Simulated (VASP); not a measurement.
Here is a VASP 6.6.1 calculation.

Contents of INCAR:

```
  PREC = Accurate
  ENCUT = 600
  EDIFF = 1E-6
  ISMEAR = 0
  SIGMA = 0.01
  LREAL = F
  LASPH = T
  NELM = 120
  ALGO = Normal
  ISIF = 2
  LWAVE = F
  LCHARG = F
  GGA = PS
  NBANDS = 11
  GGA_COMPAT = F
```

KPOINTS

```
regular mesh
0
Gamma
  6 6 6
```

POSCAR

```
MgS
1.0
    0.0000000000      2.8100000000      2.8100000000
    2.8100000000      0.0000000000      2.8100000000
    2.8100000000      2.8100000000      0.0000000000
Mg S
1 1
Direct
    0.0000000000      0.0000000000      0.0000000000
    0.2500000000      0.2500000000      0.2500000000
```

Potentials or basis: VASP PAW PBE potentials, release 64 (Mg, S).

Launch:

```sh
$ cat potpaw_PBE.64/Mg/POTCAR potpaw_PBE.64/S/POTCAR > POTCAR
$ mpirun -np 1 vasp_std > vasp.out
```

(1) What does it give for the band gap on the k mesh?

(2) What does it give for the pressure?

Results:

(1) 3.40 eV, direct.

(2) 1.0 GPa.

Caveat: the PAW data sets were made with another functional, which shifts forces and pressure a little.
